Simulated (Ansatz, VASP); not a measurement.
**Two plane-wave programs on C**

Contents of INCAR:

```
SYSTEM = C
ALGO = Normal ; DIPOL = 0.5 0.5 0.500
EDIFF = 1E-6 ; ENCUT = 520
GGA = PE ; IDIPOL = 3
ISIF = 2 ; ISMEAR = 0
IVDW = 12 ; LASPH = .True.
LCHARG = .False. ; LDIPOL = .True.
LREAL = .False. ; LWAVE = .False.
NBANDS = 11 ; NELM = 80
PREC = Accurate ; SIGMA = 0.1
```

KPOINTS

```
k-points
0
Gamma
  21 21 1
  0 0 0
```

Contents of POSCAR:

```
C
1.0
    2.6140000000      0.0000000000      0.0000000000
   -1.3070000000      2.2637904055      0.0000000000
    0.0000000000      0.0000000000     26.0024170307
C
2
Direct
    0.6666666667      0.3333333333      0.5109797485
    0.3333333333      0.6666666667      0.4890202515
```

Input for Ansatz:

```yaml
crystal:
  lattice:
    - [2.614, 0.0, 0.0]
    - [-1.307, 2.2637904055, 0.0]
    - [0.0, 0.0, 26.0024170307]
  atoms:
    - { symbol: C, position: [0.6666666667, 0.3333333333, 0.5109797485] }
    - { symbol: C, position: [0.3333333333, 0.6666666667, 0.4890202515] }
  periodic: [true, true, false]
basis:
  ecutwfc: 420
kpoints:
  mp_grid: { grid: [21, 21, 1] }
hamiltonian:
  xc: pbe
  pseudopotentials: { kind: paw, azcp: { folder: soft_1 } }
  dispersion: d3bj
scf:
  occupations: { method: gaussian, width: 0.1 }
output:
  forces: true
  stress: true
  eigenvalues: true
```

Alike in both runs: task single point; functional PBE; dispersion D3(BJ); k mesh 21 × 21 × 1; occupations gaussian, width 0.1 eV; no spin polarisation.

|  | VASP | Ansatz |
| --- | --- | --- |
| version | VASP 6.6.1 | Ansatz 0.2.0 |
| potentials or method | VASP PAW PBE potentials, release 64 (C), cutoff 520 eV | scalar-relativistic, plane waves, PAW |
| valence electrons in the cell | 8 | 8 |

VASP gave:

* gap on the k mesh at the Fermi level (eV): none
* rms of the force components (eV/Å): 5.146

Q: Estimate Ansatz's values.

A: gap on the k mesh at the Fermi level (eV): none; rms of the force components (eV/Å): 5.157.

Atom by atom the forces differ by 0.011 eV/Å (rms over components). A gap of «none» marks a metal or a gap that the smearing closes.
